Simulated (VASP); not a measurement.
NbC (Niobocarbide): single point with PBE

The system is NbC (Niobocarbide).

```
Nb C
1.0
     0.00000    2.23455    2.23455
     2.23455    0.00000    2.23455
     2.23455    2.23455    0.00000
Nb C
1 1
Direct
  0.00000 0.00000 0.00000
  0.50000 0.50000 0.50000
```

```json
{
 "Program": "VASP 6.6.1",
 "Task": "single point",
 "Functional": "PBE",
 "Potentials or basis": "VASP PAW PBE potentials, release 64 (Nb_sv, C)",
 "Cutoff": "600 eV",
 "k mesh": "5 × 5 × 5",
 "Occupations": "methfessel-paxton, width 0.1 eV",
 "Spin": "no spin polarisation"
}
```

* Pressure: 2.6 GPa

Levels at points of the mesh, in eV from the Fermi level:
```
           k point  band 6  band 7  band 8  band 9  band 10  band 11  band 12  band 13
(0.00, 0.00, 0.00)   -1.12   -1.12   -1.12   -0.03    -0.03    -0.03     0.54     0.54
```

It took 12 s on 1 thread of Intel Xeon 8259CL, on a shared host, peak memory 0.16 GiB.

Caveat: the k points lie up to 0.49 Å⁻¹ apart.
